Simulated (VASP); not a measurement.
# LiH (P6_3mc) in VASP: a series of runs

LiH is run at these levels: PBEsol; tasks: single point, relaxation of cell and atoms.

Everything below comes from runs of VASP 6.6.1. Logs are shortened: lines on timing, memory, paths and dates and some standing lists are left out, and cuts for length are marked.

## (1) The cell of the first run

Symmetry: P6_3mc, No. 186, hexagonal system. Conventional cell: a = 3.040 Å, b = 3.040 Å, c = 9.599 Å, α = 90.00°, β = 90.00°, γ = 120.00°. Within 2.4 Å of Li (site symmetry 3m) lie 4 H at 1.84 to 1.87 Å. Within 2.4 Å of Li (site symmetry 3m) lie 4 H at 1.83 to 1.84 Å. H (site symmetry 3m) has 4 Li at 1.84 to 1.87 Å within 2.4 Å. H (site symmetry 3m) has 4 Li at 1.83 to 1.84 Å within 2.4 Å.

## (2) Single point, PBEsol

Contents of INCAR:

```
SYSTEM = LiH
PREC = Accurate
ENCUT = 520
EDIFF = 1E-6
ISMEAR = -1
SIGMA = 0.03
LREAL = .FALSE.
LASPH = .TRUE.
NELM = 80
ALGO = Normal
ISIF = 2
LWAVE = .FALSE.
LCHARG = .FALSE.
GGA = PS
NBANDS = 18
```

Contents of KPOINTS:

```
Automatic mesh
0
G
  9 9 4
  0 0 0
```

Contents of POSCAR:

```
LiH
1.0
    3.0404534939      0.0000000000      0.0000000000
   -1.5202267469      2.6331099647      0.0000000000
    0.0000000000      0.0000000000      9.5990649798
Li H
4 4
Direct
    0.0000000000      0.0000000000     -0.0038036134
    0.3333333333      0.6666666667      0.2485751909
    0.0000000000      0.0000000000      0.4961963866
    0.6666666667      0.3333333333      0.7485751909
    0.0000000000      0.0000000000      0.1908808000
    0.3333333333      0.6666666667      0.4393476225
    0.0000000000      0.0000000000      0.6908808000
    0.6666666667      0.3333333333      0.9393476225
```

Potentials or basis: VASP PAW PBE potentials, release 64 (Li_sv, H).

Command:

```console
cat potpaw_PBE.64/Li_sv/POTCAR potpaw_PBE.64/H/POTCAR > POTCAR
mpirun -np 1 vasp_std > vasp.out
```

OUTCAR:

```text
SYSTEM = LiH
   PREC = Accurate
   ENCUT = 520
   EDIFF = 1E-6
   ISMEAR = -1
   LREAL = .FALSE.
   LASPH = .TRUE.
   NELM = 80
   ISIF = 2
   GGA = PS

 ion  position               nearest neighbor table
   1  0.000  0.000  0.996-
   2  0.333  0.667  0.249-
   3  0.000  0.000  0.496-
   4  0.667  0.333  0.749-
   5  0.000  0.000  0.191-
   6  0.333  0.667  0.439-
   7  0.000  0.000  0.691-
   8  0.667  0.333  0.939-

  LATTYP: Found a hexagonal cell.
 ALAT       =     3.0404534939
 C/A-ratio  =     3.1571161996

  Lattice vectors:

 A1 = (   3.0404534939,   0.0000000000,   0.0000000000)
 A2 = (  -1.5202267469,   2.6331099647,   0.0000000000)
 A3 = (   0.0000000000,   0.0000000000,   9.5990649798)

Analysis of symmetry for initial positions (statically):
=====================================================================
 Subroutine PRICEL returns:
 Original cell was already a primitive cell.

 Routine SETGRP: Setting up the symmetry group for a
 hexagonal supercell.

 Subroutine GETGRP returns: Found 12 space group operations
 (whereof  6 operations were pure point group operations)
 out of a pool of 24 trial point group operations.

The static configuration has the point symmetry C_3v.
 The point group associated with its full space group is C_6v.

Analysis of symmetry for dynamics (positions and initial velocities):
=====================================================================
 Subroutine PRICEL returns:
 Original cell was already a primitive cell.

 Routine SETGRP: Setting up the symmetry group for a
 hexagonal supercell.

 Subroutine GETGRP returns: Found 12 space group operations
 (whereof  6 operations were pure point group operations)
 out of a pool of 24 trial point group operations.

The dynamic configuration has the point symmetry C_3v.
 The point group associated with its full space group is C_6v.

 Subroutine INISYM returns: Found 12 space group operations
 (whereof  6 operations are pure point group operations),
 and found     1 'primitive' translations

----------------------------------------------------------------------------------------

                                     Primitive cell

  volume of cell :      76.8487

[... 101 lines left out ...]
   LREAL  =      F    real-space projection
   EDIFFG = 0.1E-04   stopping-criterion for IOM
   NSW    =      0    number of steps for IOM
   IBRION =     -1    ionic relax: 0-MD 1-quasi-New 2-CG
   NFREE  =      0    steps in history (QN), initial steepest desc. (CG)
   ISIF   =      2    stress and relaxation
   ISYM   =      2    0-nonsym 1-usesym 2-fastsym
   POTIM  = 0.5000    time-step for ionic-motion
   TEBEG  =    0.0;   TEEND  =   0.0 temperature during run
   PSTRESS=    0.0 pullay stress
   NELECT =      16.0000    total number of electrons
   NUPDOWN=      -1.0000    fix difference up-down
   EMIN   =  10.00;   EMAX   =-10.00  energy-range for DOS
   EFERMI =   0.00;   METHOD = LEGACY
   ISMEAR =    -1;   SIGMA  =   0.03  broadening in eV -4-tet -1-fermi 0-gaus
   EFERMI_NEDOS =   21; number of points for ismear=-14 and -15
   IALGO  =     38    algorithm
   IMIX   =      4    mixing-type and parameters
     AMIX     =   0.40;   BMIX     =  1.00
     AMIX_MAG =   1.60;   BMIX_MAG =  1.00
  volume/ion in A,a.u.               =       9.61        64.83
  Fermi-wavevector in a.u.,A,eV,Ry     =   0.970293  1.833587 12.809447  0.941468
  Thomas-Fermi vector in A             =   2.100416
   LORBIT       =      0    0 simple, 1 ext, 2 COOP (PROOUT), +10 PAW based schemes
   GGA     = PS    functional components
   LHFCALC =     F    Hartree Fock is set to
   AEXX    =    0.0000 exact exchange contribution
   IVDW    =     0    specifies the selected vdW correction
   LEPSILON=     F    determine dielectric tensor
   LRPA    =     F    only Hartree local field effects (RPA)
 non-spin polarized calculation
  energy-cutoff  :      520.00
  volume of cell :       76.85
 maximum number of plane-waves:      2123
 NGX is ok and might be reduce to    24
   NGX = 11   NGY = 11   NGZ = 35

 number of electron      15.9999998 magnetization

 Free energy of the ion-electron system (eV)
  ---------------------------------------------------
  ext. energy  EPLUGINS =         0.00000000
  ---------------------------------------------------
  free energy    TOTEN  =       -24.01047919 eV

  energy without entropy =      -24.01047919  energy(sigma->0) =      -24.01047919

 E-fermi :  -0.8771     XC(G=0):  -7.9120

 val. band max:       -1.5410575291   @ k =   0.2222   0.2222   0.0000
 cond. band min:       2.4953733103   @ k =   0.0000   0.0000   0.0000
 fundamental gap:      4.0364308394
 Fermi energy:        -0.8771368968

 k-point     1 :       0.0000    0.0000    0.0000
  band No.  band energies     occupation
      1     -44.2407      2.00000
      2     -44.2333      2.00000
      3     -44.2083      2.00000
      4     -44.2013      2.00000
      5      -5.4067      2.00000
      6      -4.3740      2.00000
[... 481 lines left out ...]
      5      -1.9599      2.00000
      6      -1.9547      2.00000
[... 10 lines left out ...]
     17      10.0709      0.00000
     18      10.0709      0.00000

 [... further k-points ...]

------------------------ aborting loop because EDIFF is reached ----------------------------------------

  FORCE on cell =-STRESS in cart. coord.  units (eV):
  Direction    XX          YY          ZZ          XY          YZ          ZX
  --------------------------------------------------------------------------------------
  -------------------------------------------------------------------------------------
  Total       -0.0476191     -0.0476191     -0.0460568     -0.0000000      0.0000000      0.0000000
  in kB       -0.9927859     -0.9927859     -0.9602147     -0.0000000      0.0000000      0.0000000
  external PRESSURE =      -0.9819288 kB  Pullay stress =       0.0000000 kB

 VOLUME and BASIS-vectors are now :
 -----------------------------------------------------------------------------
  energy-cutoff  :      520.00
  volume of cell :       76.85
      direct lattice vectors                 reciprocal lattice vectors
     3.040453494  0.000000000  0.000000000     0.328898305  0.189889525  0.000000000
    -1.520226747  2.633109965  0.000000000     0.000000000  0.379779050  0.000000000
     0.000000000  0.000000000  9.599064980     0.000000000  0.000000000  0.104176813

 POSITION                                       TOTAL-FORCE (eV/Angst)
 -----------------------------------------------------------------------------------
      0.00000      0.00000      9.56255         0.000000     -0.000000      0.001209
     -0.00000      1.75541      2.38609         0.000000      0.000000      0.000280
      0.00000      0.00000      4.76302        -0.000000     -0.000000      0.001209
      1.52023      0.87770      7.18562        -0.000000     -0.000000      0.000280
      0.00000      0.00000      1.83228         0.000000     -0.000000     -0.000912
     -0.00000      1.75541      4.21733        -0.000000     -0.000000     -0.000577
      0.00000      0.00000      6.63181        -0.000000      0.000000     -0.000912
      1.52023      0.87770      9.01686         0.000000      0.000000     -0.000577
 -----------------------------------------------------------------------------------
    total drift:                                0.000000      0.000000     -0.001649

  FREE ENERGIE OF THE ION-ELECTRON SYSTEM (eV)
  ---------------------------------------------------
  free  energy   TOTEN  =       -24.0104791901 eV

  energy  without entropy=      -24.0104791901  energy(sigma->0) =      -24.01047919
```

OSZICAR:

```text
N       E                     dE             d eps       ncg     rms          rms(c)
DAV:   1     0.544906039190E+02    0.54491E+02   -0.59033E+03  1304   0.869E+02
DAV:   2    -0.129927762630E+02   -0.67483E+02   -0.63712E+02  1572   0.209E+02
DAV:   3    -0.250519187282E+02   -0.12059E+02   -0.11949E+02  2536   0.482E+01
DAV:   4    -0.252822792588E+02   -0.23036E+00   -0.23020E+00  1724   0.113E+01
DAV:   5    -0.252877349255E+02   -0.54557E-02   -0.54543E-02  2128   0.143E+00    0.620E+00
DAV:   6    -0.242860833586E+02    0.10017E+01   -0.50238E-01  1502   0.271E+00    0.306E+00
DAV:   7    -0.239905488067E+02    0.29553E+00   -0.66356E-01  1578   0.325E+00    0.526E-01
DAV:   8    -0.240110559116E+02   -0.20507E-01   -0.10231E-01  2010   0.139E+00    0.247E-01
DAV:   9    -0.240105705467E+02    0.48536E-03   -0.43978E-04  1840   0.131E-01    0.195E-01
DAV:  10    -0.240104732176E+02    0.97329E-04   -0.74555E-04  1518   0.173E-01    0.543E-02
DAV:  11    -0.240104858928E+02   -0.12675E-04   -0.13624E-04  1962   0.800E-02    0.280E-02
DAV:  12    -0.240104846438E+02    0.12490E-05   -0.19375E-06  1730   0.105E-02    0.211E-02
DAV:  13    -0.240104796428E+02    0.50010E-05   -0.55986E-06  1912   0.150E-02    0.240E-03
DAV:  14    -0.240104791901E+02    0.45279E-06   -0.40810E-07  1144   0.542E-03
   1 F= -.24010479E+02 E0= -.24010479E+02  d E =-.731165E-11
```

Run time: 67 s. Hardware: 1 thread of Oxide Virtual Turin-like, shared host; peak memory 0.16 GiB.

What came out:

```
Free energy            : -24.0105 eV
Band gap on the k mesh : 4.04 eV (least direct gap 4.56 eV)
```

Levels at points of the mesh, in eV from the valence-band top:
```tsv
k point	band 6	band 7	band 8	band 9	band 10	band 11
(0.00, 0.00, 0.00)	-2.83	-2.80	-0.86	4.04	8.60	8.69
(0.00, 0.00, 0.50)	-3.60	-1.65	-1.65	5.52	5.52	11.97
```

Caveat: the cutoff is under 1.25 times the usual one of these potentials, so pressure, stress and relaxed cells hold a basis-set (Pulay) error; the PAW data sets were made with another functional, which shifts forces and pressure a little. A k mesh can miss the band edges.

## (3) Relaxation of cell and atoms, PBEsol

This run uses another cell than the first one, of 4.99 Å³/atom.

Contents of INCAR:

```
ALGO = Normal
EDIFF = 1E-7
EDIFFG = -0.01
ENCUT = 600
GGA = PS
IBRION = 2
ISIF = 3
ISMEAR = -1
LASPH = T
LCHARG = F
LREAL = F
LWAVE = F
NELM = 60
NSW = 100
PREC = Accurate
SIGMA = 0.03
```

Contents of KPOINTS:

```
k-points
0
Gamma
  9 9 4
```

Contents of POSCAR:

```
LiH
1.0
    2.4171564782      0.0000000000      0.0000000000
   -1.2085782391      2.0933189150      0.0000000000
    0.0000000000      0.0000000000      7.8944330577
Li H
4 4
Direct
    0.0000000000      0.0000000000      0.0000000000
    0.3333333333      0.6666666667      0.2500000000
    0.0000000000      0.0000000000      0.5000000000
    0.6666666667      0.3333333333      0.7500000000
    0.0000000000      0.0000000000      0.1875000000
    0.3333333333      0.6666666667      0.4375000000
    0.0000000000      0.0000000000      0.6875000000
    0.6666666667      0.3333333333      0.9375000000
```

Potentials or basis: VASP PAW PBE potentials, release 64 (Li_sv, H).

Command:

```console
cat potpaw_PBE.64/Li_sv/POTCAR potpaw_PBE.64/H/POTCAR > POTCAR
mpirun -np 1 vasp_std > vasp.out
```

Wall time 2.9 min (1 thread of Oxide Virtual Turin-like, shared host); peak memory 0.13 GiB.

The run converged. Its results:

```
Free energy                           : -23.7209 eV
Relaxed volume                        : 8.77 Å³/atom
Relaxed cell                          : a = 2.936 Å, b = 2.936 Å, c = 9.397 Å, α = 90.00°, β = 90.00°, γ = 120.00°
Space group after relaxing (to 0.1 Å) : P6_3mc (No. 186)
Energy gained by relaxing             : 451.8 meV/atom
Ionic steps                           : 10
Pressure after relaxing               : 0.0 GPa
Largest force after relaxing          : 0.003 eV/Å
Band gap on the k mesh                : 4.21 eV (least direct gap 4.64 eV)
```

Forces in eV/Å, atoms in the order of the input:
```
Li   0.000  0.000  0.003
Li   0.000  0.000 -0.003
Li   0.000  0.000  0.003
Li   0.000  0.000 -0.003
H    0.000  0.000  0.002
H    0.000  0.000 -0.002
H    0.000  0.000  0.002
H    0.000  0.000 -0.002
```

Stress tensor (GPa, compression positive):
```
 0.06  0.00  0.00
 0.00  0.06  0.00
 0.00  0.00 -0.03
```

Step by step:
```
step  energy change (eV)  largest force (eV/Å)  pressure (GPa)  volume (Å³)
   1              0.0000                0.0886           53.64        39.94
   2             -2.4004                0.0553           23.59        50.41
   3             -3.5677                0.0422            3.35        65.85
   4             -3.6117                0.0400            0.31        69.77
   5             -3.6120                0.0395           -0.18        70.48
   6             -3.6129                0.0347           -0.18        70.48
   7             -3.6138                0.0383           -0.18        70.47
   8             -3.6146                0.0223           -0.05        70.27
   9             -3.6147                0.0102            0.06        70.11
  10             -3.6148                0.0033            0.03        70.14
```

Final structure:
```yaml
crystal:
  lattice:
    - [2.93583, 0.00000, 0.00000]
    - [-1.46792, 2.54250, 0.00000]
    - [0.00000, 0.00000, 9.39680]
  atoms:
    - { symbol: Li, position: [0.00000, 0.00000, 0.99726] }
    - { symbol: Li, position: [0.33333, 0.66667, 0.24921] }
    - { symbol: Li, position: [0.00000, 0.00000, 0.49726] }
    - { symbol: Li, position: [0.66667, 0.33333, 0.74921] }
    - { symbol: H, position: [0.00000, 0.00000, 0.18980] }
    - { symbol: H, position: [0.33333, 0.66667, 0.43873] }
    - { symbol: H, position: [0.00000, 0.00000, 0.68980] }
    - { symbol: H, position: [0.66667, 0.33333, 0.93873] }
```

Levels at points of the mesh, in eV from the valence-band top:
```csv
k point,band 5,band 6,band 7,band 8,band 9,band 10,band 11,band 12
"(0.00, 0.00, 0.00)",-4.02,-2.96,-2.95,-1.02,4.21,8.97,9.03,14.13
"(0.00, 0.00, 0.50)",-3.76,-3.76,-1.79,-1.79,5.73,5.73,12.64,12.64
```

Caveat: the cutoff is under 1.25 times the usual one of these potentials, so pressure, stress and relaxed cells hold a basis-set (Pulay) error; the volume moved by over 15 % at a fixed basis, so the end points are rough; the PAW data sets were made with another functional, which shifts forces and pressure a little. A k mesh can miss the band edges.
